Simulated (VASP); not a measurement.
Set up this calculation in VASP 6.6.1, as the native input.

* Task: single point
* Functional: PBE
* Potentials or basis: VASP PAW PBE potentials, release 64 (Al, Au)
* Cutoff: 520 eV
* k mesh: 10 × 10 × 10
* Occupations: gaussian, width 0.1 eV
* Spin: no spin polarisation
* Dipole correction: no
* Further INCAR settings: ALGO = Fast; EDIFF = 1e-06; NBANDS = 16

The structure of Al2Au lies in POSCAR:

```
Al2Au
1.0
    0.0000000000      3.2016300000      2.9316300000
    3.2016300000      0.0000000000      2.9316300000
    3.2016300000      3.2016300000      0.0000000000
Al Au
2 1
Direct
    0.2676776695      0.2676776695      0.2323223305
    0.7676776695      0.7676776695      0.7323223305
   -0.0353553391     -0.0353553391      0.0353553391
```

This cell differs from its parent crystal: strained and its atoms moved.

One way to write it, as run:

INCAR

```
SYSTEM = Al2Au
ALGO = Fast
EDIFF = 1E-6
ENCUT = 520
GGA = PE
ISIF = 2
ISMEAR = 0
LASPH = .TRUE.
LCHARG = .TRUE.
LELF = .TRUE.
LREAL = .FALSE.
LVHAR = .TRUE.
LWAVE = .FALSE.
NBANDS = 16
NELM = 80
PREC = Accurate
SIGMA = 0.1
```

KPOINTS

```
k-points
0
G
  10 10 10
  0 0 0
```

Potentials or basis: VASP PAW PBE potentials, release 64 (Al, Au).

Command:

```bash
$ cat potpaw_PBE.64/Al/POTCAR potpaw_PBE.64/Au/POTCAR > POTCAR
$ mpirun -np 1 vasp_std > vasp.out
```

Results of the run:

| Property | Result |
| --- | --- |
| Pressure | -4.1 GPa |
| Largest force | 1.463 eV/Å |
| Band gap on the k mesh | zero (an odd number of electrons rules out a gap without spin polarisation) |

Caveat: the cell differs from its parent crystal (strained and its atoms moved); the cell stands under tension; spin-orbit coupling is left out, which moves the levels of the heavy elements; forces of over 1 eV/Å act on the atoms, so gaps and moduli don't describe the material at rest.

Run time: 2.1 min on 1 thread of AMD EPYC 7R43 64-Core Processor (Zen 3), with other jobs on the host, peak memory 0.22 GiB.
